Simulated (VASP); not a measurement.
Here is a VASP 6.6.1 calculation.

The input INCAR:

```
PREC = Accurate ; ENCUT = 500
EDIFF = 1E-6 ; ISMEAR = 0
SIGMA = 0.01 ; LREAL = F
LASPH = T ; NELM = 120
ALGO = Normal ; ISIF = 2
LWAVE = F ; LCHARG = T
GGA = PS ; LELF = T
LVHAR = T ; NBANDS = 15
GGA_COMPAT = F
```

Contents of KPOINTS:

```
regular mesh
0
Gamma
  6 6 6
```

File POSCAR:

```
RbCl
1.0
    0.0000000000      3.2143142716      3.2143142716
    3.2143142716      0.0000000000      3.2143142716
    3.2143142716      3.2143142716      0.0000000000
Rb Cl
1 1
Direct
    0.0000000000      0.0000000000      0.0000000000
    0.5000000000      0.5000000000      0.5000000000
```

Potentials or basis: VASP PAW PBE potentials, release 64 (Rb_sv, Cl).

The run is started by

```console
$ cat potpaw_PBE.64/Rb_sv/POTCAR potpaw_PBE.64/Cl/POTCAR > POTCAR
$ mpirun -np 1 vasp_std > vasp.out
```

**Question.** What does it give for the band gap on the k mesh?

**Answer.** 5.05 eV, direct.

**Question.** What does it give for the pressure?

**Answer.** 1.0 GPa.

Caveat: the PAW data sets were made with another functional, which shifts forces and pressure a little. As with any semilocal functional, this PBEsol gap is likely too small.
